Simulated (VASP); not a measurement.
Ni, 1 atom in the cell. The structure is cubic, space group Fm-3m (No. 225). The conventional cell has a = 3.519 Å, b = 3.519 Å, c = 3.519 Å, α = 90.00°, β = 90.00°, γ = 90.00°. Ni (site symmetry m-3m) has 12 Ni at 2.49 Å within 3.3 Å. 

| Item | Value |
| --- | --- |
| Program | VASP 6.6.1 |
| Task | single point |
| Functional | PBE |
| Potentials or basis | VASP PAW PBE potentials, release 64 (Ni) |
| Cutoff | 520 eV |
| k mesh | 7 × 7 × 7 |
| Occupations | fermi-dirac, width 0.05 eV |
| Spin | collinear spin, ferromagnetic start |
| Starting moments | [0.672] μB |
| Dipole correction | no |
| Further INCAR settings | ALGO = Normal; EDIFF = 1e-07; NBANDS = 15 |

Potentials or basis: VASP PAW PBE potentials, release 64 (Ni).

The run is started by

```sh
$ cat potpaw_PBE.64/Ni/POTCAR > POTCAR
$ mpirun -np 1 vasp_std > vasp.out
```

Hardware: 1 thread of Intel Xeon 6975P-C, on a shared host.

Q: How long does it take, and how much memory?

A: Wall time 8.2 s on 1 thread of Intel Xeon 6975P-C (shared host), peak memory 0.13 GiB. Counts: scf iterations 15, k points 20.
